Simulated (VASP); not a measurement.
**Hf: single point with PBEsol**

System: Hf, a slab with vacuum.

```
Hf
1.0
     3.15905    0.00000    0.00000
     1.57952    2.73581    0.00000
     0.00000    0.00000   28.49841
Hf
6
Cartesian
  3.1590 1.8239 8.0000
  0.0000 0.0000 10.4997
  3.1590 1.8239 12.9994
  0.0000 0.0000 15.4990
  3.1590 1.8239 17.9987
  0.0000 0.0000 20.4984
```

| Quantity | Value |
| --- | --- |
| Program | VASP 6.6.1 |
| Task | single point |
| Functional | PBEsol |
| Potentials or basis | VASP PAW PBE potentials, release 64 (Hf_pv) |
| Cutoff | 520 eV |
| k mesh | 10 × 10 × 1 |
| Occupations | methfessel-paxton, width 0.1 eV |
| Spin | no spin polarisation |

The largest force is 0.798 eV/Å and the band gap on the k mesh is zero (bands 30 and 31 overlap by 1.51 eV).

Forces on the atoms (eV/Å):
```
Hf   0.000  0.000  0.705
Hf   0.000  0.000 -0.798
Hf   0.000  0.000  0.174
Hf   0.000  0.000 -0.174
Hf   0.000  0.000  0.798
Hf   0.000  0.000 -0.705
```

Levels at points of the mesh, in eV from the Fermi level:
```tsv
k point	band 27	band 28	band 29	band 30	band 31	band 32	band 33	band 34
(0.00, 0.00, 0.00)	0.34	0.35	0.72	0.92	1.08	1.08	1.08	1.08
(0.50, 0.00, 0.00)	-1.15	-1.06	-1.02	0.23	0.44	1.00	1.25	1.27
```

Wall time 11 min on 1 thread of Intel(R) Xeon(R) 6975P-C (Granite Rapids), on a shared host, peak memory 0.39 GiB.

Caveat: the PAW data sets were made with another functional, which shifts forces and pressure a little; spin-orbit coupling is left out, which moves the levels of the heavy elements.
